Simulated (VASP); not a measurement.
# TiAl2 (Cmmm) in VASP: single point with LDA

Aim: the single point of TiAl2 with LDA.

Everything below comes from runs of VASP 6.6.1. Logs are shortened: lines on timing, memory, paths and dates and some standing lists are left out, and cuts for length are marked.

## Step 1: The cell of the first run

Symmetry: Cmmm, No. 65, orthorhombic system. The conventional cell has a = 3.933 Å, b = 12.149 Å, c = 4.008 Å, α = 90.00°, β = 90.00°, γ = 90.00°. Within 3.6 Å of Ti (site symmetry m2m) lie 10 Al at 2.73 to 2.89 Å and 2 Ti at 3.01 Å. Within 3.6 Å of Al (site symmetry mmm) lie 4 Ti at 2.73 Å and 8 Al at 2.81 to 2.90 Å. Within 3.6 Å of Al (site symmetry m2m) lie 6 Al at 2.72 to 2.90 Å and 6 Ti at 2.82 to 2.89 Å. Within 3.6 Å of Al (site symmetry mmm) lie 4 Ti at 2.76 Å and 8 Al at 2.81 to 2.88 Å.

## Step 2: Single point, LDA

Contents of INCAR:

```
PREC = Accurate
ENCUT = 520
EDIFF = 1E-6
ISMEAR = 0
SIGMA = 0.1
LREAL = F
LASPH = T
NELM = 100
ALGO = Fast
ISIF = 2
LWAVE = F
LCHARG = F
GGA = CA
NBANDS = 27
```

Contents of KPOINTS:

```
regular mesh
0
Gamma
  10 10 10
```

Contents of POSCAR:

```
TiAl2
1.0
    1.9666353607     -6.0747359971      0.0000000000
    1.9666353607      6.0747359971      0.0000000000
    0.0000000000      0.0000000000      4.0077470584
Ti Al
2 4
Direct
    0.6560194573      0.3439805427      0.0000000000
    0.3439805427      0.6560194573      0.0000000000
    0.0000000000      0.0000000000      0.0000000000
    0.8270919800      0.1729080200      0.5000000000
    0.1729080200      0.8270919800      0.5000000000
    0.5000000000      0.5000000000      0.5000000000
```

Potentials or basis: VASP PAW LDA potentials, release 64 (Ti_sv, Al).

On the command line:

```
> cat potpaw_LDA.64/Ti_sv/POTCAR potpaw_LDA.64/Al/POTCAR > POTCAR
> mpirun -np 1 vasp_std > vasp.out
```

OUTCAR:

```text
PREC = Accurate
   ENCUT = 520
   EDIFF = 1E-6
   ISMEAR = 0
   LREAL = F
   LASPH = T
   NELM = 100
   ISIF = 2
   GGA = CA

 ion  position               nearest neighbor table
   1  0.656  0.344  0.000-   3 2.73   3 2.73   6 2.76   6 2.76   5 2.82   5 2.82   5 2.82   5 2.82
                             4 2.89   4 2.89
   2  0.344  0.656  0.000-   3 2.73   3 2.73   6 2.76   6 2.76   4 2.82   4 2.82   4 2.82   4 2.82
                             5 2.89   5 2.89
   3  0.000  0.000  0.000-   1 2.73   2 2.73   1 2.73   2 2.73   6 2.81   6 2.81   6 2.81   6 2.81
                             4 2.90   4 2.90   5 2.90   5 2.90
   4  0.827  0.173  0.500-   5 2.72   5 2.72   2 2.82   2 2.82   2 2.82   2 2.82   6 2.88   6 2.88
                             1 2.89   1 2.89   3 2.90   3 2.90
   5  0.173  0.827  0.500-   4 2.72   4 2.72   1 2.82   1 2.82   1 2.82   1 2.82   6 2.88   6 2.88
                             2 2.89   2 2.89   3 2.90   3 2.90
   6  0.500  0.500  0.500-   1 2.76   2 2.76   1 2.76   2 2.76   3 2.81   3 2.81   3 2.81   3 2.81
                             5 2.88   4 2.88   5 2.88   4 2.88

  LATTYP: Found a base centered orthorhombic cell.
 ALAT       =     3.9332707214
 B/A-ratio  =     3.0888979821
 C/A-ratio  =     1.0189349634

  Lattice vectors:

 A1 = (   1.9666353607,  -6.0747359971,   0.0000000000)
 A2 = (   1.9666353607,   6.0747359971,   0.0000000000)
 A3 = (   0.0000000000,   0.0000000000,   4.0077470584)

Analysis of symmetry for initial positions (statically):
=====================================================================
 Subroutine PRICEL returns:
 Original cell was already a primitive cell.

 Routine SETGRP: Setting up the symmetry group for a
 base centered orthorhombic supercell.

 Subroutine GETGRP returns: Found  8 space group operations
 (whereof  8 operations were pure point group operations)
 out of a pool of  8 trial point group operations.

The static configuration has the point symmetry D_2h.

Analysis of symmetry for dynamics (positions and initial velocities):
=====================================================================
 Subroutine PRICEL returns:
 Original cell was already a primitive cell.

 Routine SETGRP: Setting up the symmetry group for a
 base centered orthorhombic supercell.

 Subroutine GETGRP returns: Found  8 space group operations
 (whereof  8 operations were pure point group operations)
 out of a pool of  8 trial point group operations.

The dynamic configuration has the point symmetry D_2h.

 Subroutine INISYM returns: Found  8 space group operations
 (whereof  8 operations are pure point group operations),
 and found     1 'primitive' translations

----------------------------------------------------------------------------------------

                                     Primitive cell

  volume of cell :      95.7594

  direct lattice vectors                    reciprocal lattice vectors
     1.966635361 -6.074735997  0.000000000     0.254241335 -0.082308104  0.000000000
     1.966635361  6.074735997  0.000000000     0.254241335  0.082308104  0.000000000
     0.000000000  0.000000000  4.007747058     0.000000000  0.000000000  0.249516745

  length of vectors
     6.385144640  6.385144640  4.007747058     0.267232634  0.267232634  0.249516745

  position of ions in fractional coordinates (direct lattice)
     0.656019457  0.343980543  0.000000000
     0.343980543  0.656019457  0.000000000
     0.000000000  0.000000000  0.000000000
     0.827091980  0.172908020  0.500000000
     0.172908020  0.827091980  0.500000000
     0.500000000  0.500000000  0.500000000

  ion indices of the primitive-cell ions
   primitive index   ion index
                 1           1
                 2           2
                 3           3
                 4           4
                 5           5
                 6           6

----------------------------------------------------------------------------------------

 KPOINTS: regular mesh

Automatic generation of k-mesh.
 Grid dimensions read from file:
 generate k-points for:   10   10   10

 Generating k-lattice:

  Cartesian coordinates                     Fractional coordinates (reciprocal lattice)
     0.025424134 -0.008230810  0.000000000     0.100000000  0.000000000  0.000000000
     0.025424134  0.008230810  0.000000000     0.000000000  0.100000000  0.000000000
     0.000000000  0.000000000  0.024951674     0.000000000  0.000000000  0.100000000

  Length of vectors
     0.026723263  0.026723263  0.024951674

  Shift w.r.t. Gamma in fractional coordinates (k-lattice)
     0.000000000  0.000000000  0.000000000

 Subroutine IBZKPT returns following result:
 ===========================================

 Found    186 irreducible k-points:

 Following reciprocal coordinates:
            Coordinates               Weight
  0.000000  0.000000  0.000000      1.000000
  0.100000 -0.000000  0.000000      4.000000
  0.200000 -0.000000  0.000000      4.000000
  0.300000  0.000000  0.000000      4.000000
  0.400000  0.000000  0.000000      4.000000
  0.500000 -0.000000  0.000000      2.000000
[... 16 lines left out ...]
  0.300000  0.300000  0.000000      2.000000
  0.400000  0.300000  0.000000      4.000000
 [... further k-points ...]
   k-points           NKPTS =    186   k-points in BZ     NKDIM =    186   number of bands    NBANDS=     27
   number of dos      NEDOS =    301   number of ions     NIONS =      6
   total plane-waves  NPLWV =  69120
   dimension x,y,z NGX =    48 NGY =   48 NGZ =   30
   dimension x,y,z NGXF=    96 NGYF=   96 NGZF=   60
   ions per type =               2   4
   NGX,Y,Z   is equivalent  to a cutoff of  12.50, 12.50, 12.44 a.u.
   NGXF,Y,Z  is equivalent  to a cutoff of  24.99, 24.99, 24.89 a.u.
 SYSTEM =  unknown system
   PREC   = accura    normal or accurate (medium, high low for compatibility)
   ISTART =      0    job   : 0-new  1-cont  2-samecut
   ICHARG =      2    charge: 1-file 2-atom 10-const
   ISPIN  =      1    spin polarized calculation?
   LNONCOLLINEAR =      F non collinear calculations
   LSORBIT =      F    spin-orbit coupling
   LASPH  =      T    aspherical Exc in radial PAW
   ENCUT  =  520.0 eV  38.22 Ry    6.18 a.u.  11.87 11.87  7.45*2*pi/ulx,y,z
   NELM   =    100;   NELMIN=  2; NELMDL= -5     # of ELM steps
   EDIFF  = 0.1E-05   stopping-criterion for ELM
   LREAL  =      F    real-space projection
   EDIFFG = 0.1E-04   stopping-criterion for IOM
   NSW    =      0    number of steps for IOM
   IBRION =     -1    ionic relax: 0-MD 1-quasi-New 2-CG
   NFREE  =      0    steps in history (QN), initial steepest desc. (CG)
   ISIF   =      2    stress and relaxation
   ISYM   =      2    0-nonsym 1-usesym 2-fastsym
   POTIM  = 0.5000    time-step for ionic-motion
   TEBEG  =    0.0;   TEEND  =   0.0 temperature during run
   PSTRESS=    0.0 pullay stress
   NELECT =      36.0000    total number of electrons
   NUPDOWN=      -1.0000    fix difference up-down
   EMIN   =  10.00;   EMAX   =-10.00  energy-range for DOS
   EFERMI =   0.00;   METHOD = LEGACY
   ISMEAR =     0;   SIGMA  =   0.10  broadening in eV -4-tet -1-fermi 0-gaus
   EFERMI_NEDOS =   21; number of points for ismear=-14 and -15
   IALGO  =     68    algorithm
   IMIX   =      4    mixing-type and parameters
     AMIX     =   0.40;   BMIX     =  1.00
     AMIX_MAG =   1.60;   BMIX_MAG =  1.00
  volume/ion in A,a.u.               =      15.96       107.70
  Fermi-wavevector in a.u.,A,eV,Ry     =   1.181540  2.232787 18.994238  1.396037
  Thomas-Fermi vector in A             =   2.317812
   LORBIT       =      0    0 simple, 1 ext, 2 COOP (PROOUT), +10 PAW based schemes
   GGA     = CA    functional components
   LHFCALC =     F    Hartree Fock is set to
   AEXX    =    0.0000 exact exchange contribution
   IVDW    =     0    specifies the selected vdW correction
   LEPSILON=     F    determine dielectric tensor
   LRPA    =     F    only Hartree local field effects (RPA)
 non-spin polarized calculation
 RMM-DIIS sequential band-by-band and
 Gauss-broadening in eV      SIGMA  =   0.10
  energy-cutoff  :      520.00
  volume of cell :       95.76
 maximum number of plane-waves:      2612
   NGX = 23   NGY = 23   NGZ = 15

 number of electron      35.9999997 magnetization

 Free energy of the ion-electron system (eV)
  ---------------------------------------------------
  ext. energy  EPLUGINS =         0.00000000
  ---------------------------------------------------
  free energy    TOTEN  =       -36.47750286 eV

  energy without entropy =      -36.46391733  energy(sigma->0) =      -36.47071009

 E-fermi :   8.2383     XC(G=0): -11.0433

 val. band max:        8.2369412787   @ k =  -0.2000   0.2000   0.3000
 cond. band min:       8.2408492675   @ k =   0.0000   0.0000   0.2000
 fundamental gap:      0.0039079888
 Fermi energy:         8.2382832134

 k-point     1 :       0.0000    0.0000    0.0000
  band No.  band energies     occupation
      1     -47.7872      2.00000
      2     -47.7584      2.00000
      3     -24.5242      2.00000
      4     -24.4925      2.00000
      5     -24.4846      2.00000
      6     -24.4670      2.00000
[... 19 lines left out ...]
     26      11.5990      0.00000
     27      12.1616      0.00000

 k-point     2 :       0.1000   -0.0000    0.0000
  band No.  band energies     occupation
      1     -47.7864      2.00000
      2     -47.7590      2.00000
      3     -24.5232      2.00000
      4     -24.4931      2.00000
      5     -24.4852      2.00000
      6     -24.4703      2.00000
[... 19 lines left out ...]
     26      12.2378      0.00000
     27      12.3065      0.00000

 k-point     3 :       0.2000   -0.0000    0.0000
  band No.  band energies     occupation
      1     -47.7841      2.00000
      2     -47.7609      2.00000
      3     -24.5206      2.00000
      4     -24.4950      2.00000
      5     -24.4876      2.00000
      6     -24.4783      2.00000
[... 594 lines left out ...]
      1     -47.7759      2.00000
      2     -47.7681      2.00000
      3     -24.5110      2.00000
      4     -24.5029      2.00000
      5     -24.4988      2.00000
      6     -24.4898      2.00000
[... 19 lines left out ...]
     26      11.2676      0.00000
     27      11.9185      0.00000

 k-point    24 :       0.4000    0.3000    0.0000
  band No.  band energies     occupation
      1     -47.7801      2.00000
      2     -47.7644      2.00000
      3     -24.5157      2.00000
      4     -24.4990      2.00000
      5     -24.4916      2.00000
      6     -24.4829      2.00000
[... 19 lines left out ...]
     26      11.4166      0.00000
     27      11.5084      0.00000

 [... further k-points ...]

------------------------ aborting loop because EDIFF is reached ----------------------------------------

  FORCE on cell =-STRESS in cart. coord.  units (eV):
  Direction    XX          YY          ZZ          XY          YZ          ZX
  --------------------------------------------------------------------------------------
  -------------------------------------------------------------------------------------
  Total       -3.4262242     -3.3352435     -3.4163038     -0.0000000      0.0000000      0.0000000
  in kB      -57.3250980    -55.8028759    -57.1591173     -0.0000000      0.0000000      0.0000000
  external PRESSURE =     -56.7623637 kB  Pullay stress =       0.0000000 kB

 VOLUME and BASIS-vectors are now :
 -----------------------------------------------------------------------------
  energy-cutoff  :      520.00
  volume of cell :       95.76
      direct lattice vectors                 reciprocal lattice vectors
     1.966635361 -6.074735997  0.000000000     0.254241335 -0.082308104  0.000000000
     1.966635361  6.074735997  0.000000000     0.254241335  0.082308104  0.000000000
     0.000000000  0.000000000  4.007747058     0.000000000  0.000000000  0.249516745

 POSITION                                       TOTAL-FORCE (eV/Angst)
 -----------------------------------------------------------------------------------
      1.96664     -1.89555      0.00000        -0.000000      0.034574      0.000000
      1.96664      1.89555      0.00000        -0.000000     -0.034574     -0.000000
      0.00000      0.00000      0.00000         0.000000     -0.000000     -0.000000
      1.96664     -3.97399      2.00387        -0.000000      0.072411     -0.000000
      1.96664      3.97399      2.00387        -0.000000     -0.072411     -0.000000
      1.96664      0.00000      2.00387        -0.000000     -0.000000     -0.000000
 -----------------------------------------------------------------------------------
    total drift:                                0.000000      0.000000     -0.000000

  FREE ENERGIE OF THE ION-ELECTRON SYSTEM (eV)
  ---------------------------------------------------
  free  energy   TOTEN  =       -36.4775028559 eV

  energy  without entropy=      -36.4639173286  energy(sigma->0) =      -36.47071009
```

Run time: 36 min. Hardware: 1 thread of Intel Xeon 8259CL, shared host; peak memory 0.5 GiB.

What came out:

```
Free energy            : -36.4775 eV
Pressure               : -5.7 GPa
Largest force          : 0.072 eV/Å
Band gap on the k mesh : zero (bands 18 and 19 overlap by 1.45 eV)
```

Forces on the atoms (eV/Å):
```
Ti   0.000  0.035  0.000
Ti   0.000 -0.035  0.000
Al   0.000  0.000  0.000
Al   0.000  0.072  0.000
Al   0.000 -0.072  0.000
Al   0.000  0.000  0.000
```

Stress tensor (GPa, compression positive):
```
-5.73  0.00  0.00
 0.00 -5.58  0.00
 0.00  0.00 -5.72
```

Caveat: the cell stands under tension.
